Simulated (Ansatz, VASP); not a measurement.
Cu: VASP beside Ansatz

```
Cu
1.0
     2.48981    0.00000    0.00000
    -1.24490    2.15624    0.00000
     0.00000    0.00000    2.42352
Cu
1
Direct
  0.00000 0.00000 0.00000
```

Change from the starting cell: volume scaled by 1, crystal datasets.

Alike in both runs: task single point; functional PBE; k mesh 17 × 17 × 16; occupations fermi-dirac, width 0.05 eV; no spin polarisation.

```csv
,VASP,Ansatz
version,VASP 6.6.1,Ansatz 0.2.0
potentials or method,"VASP PAW PBE potentials, release 64 (Cu), cutoff 520 eV","all-electron PAW with datasets made for the crystal, scalar-relativistic"
```

|  | VASP | Ansatz | Ansatz less VASP |
| --- | --- | --- | --- |
| pressure (GPa) | 0.5 | 0.0 | -0.54 |
| traceless stress, the component that is largest in VASP (GPa) | -0.19 | 0.03 | +0.227 |

Ansatz ran all-electron here, and VASP with PAW potentials.
